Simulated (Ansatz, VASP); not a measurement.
## Two plane-wave programs on TaSi2

INCAR

```
SYSTEM = TaSi2
PREC = Accurate
ENCUT = 520
EDIFF = 1E-6
ISMEAR = 0
SIGMA = 0.1
LREAL = .False.
LASPH = .True.
NELM = 60
ALGO = Normal
ISIF = 2
LWAVE = .False.
LCHARG = .False.
GGA = PE
NBANDS = 28
```

The input KPOINTS:

```
Automatic mesh
0
Gamma
  4 4 4
  0 0 0
```

The input POSCAR:

```
TaSi2
1.0
    0.0000000000      3.5191448776      3.5191448776
    3.5191448776      0.0000000000      3.5191448776
    3.5191448776      3.5191448776      0.0000000000
Ta Si
2 4
Direct
    0.0000000000      0.0000000000      0.0000000000
    0.2500000000      0.2500000000      0.2500000000
    0.6250000000      0.6250000000      0.6250000000
    0.1250000000      0.6250000000      0.6250000000
    0.6250000000      0.6250000000      0.1250000000
    0.6250000000      0.1250000000      0.6250000000
```

Input for Ansatz:

```yaml
crystal:
  lattice:
    - [0.0, 3.5191448776, 3.5191448776]
    - [3.5191448776, 0.0, 3.5191448776]
    - [3.5191448776, 3.5191448776, 0.0]
  atoms:
    - { symbol: Ta, position: [0.0, 0.0, 0.0] }
    - { symbol: Ta, position: [0.25, 0.25, 0.25] }
    - { symbol: Si, position: [0.625, 0.625, 0.625] }
    - { symbol: Si, position: [0.125, 0.625, 0.625] }
    - { symbol: Si, position: [0.625, 0.625, 0.125] }
    - { symbol: Si, position: [0.625, 0.125, 0.625] }
basis:
  ecutwfc: 420
kpoints:
  mp_grid: { grid: [4, 4, 4] }
hamiltonian:
  xc: pbe
scf:
  occupations: { method: gaussian, width: 0.1 }
  lower_state_search: "off"
output:
  forces: true
  stress: true
  eigenvalues: true
```

Alike in both runs: task single point; functional PBE; k mesh 4 × 4 × 4; occupations gaussian, width 0.1 eV; no spin polarisation.

|  | VASP | Ansatz |
| --- | --- | --- |
| version | VASP 6.6.1 | Ansatz 0.2.0 |
| potentials or method | VASP PAW PBE potentials, release 64 (Ta_pv, Si), cutoff 520 eV | scalar-relativistic, plane waves, PAW |
| valence electrons in the cell | 38 | 42 |

```csv
,VASP,Ansatz,Ansatz less VASP
gap on the k mesh at the Fermi level (eV),none,none,-
pressure (GPa),-5.6,-5.6,0.00
```

A gap of «none» marks a metal or a gap that the smearing closes. VASP's potentials hold 38 valence electrons a cell and Ansatz's 42, so a difference there can come from the potentials and not from the codes.

The k mesh is coarse, so the values compare programs but aren't converged. Neither program's run includes spin-orbit coupling.
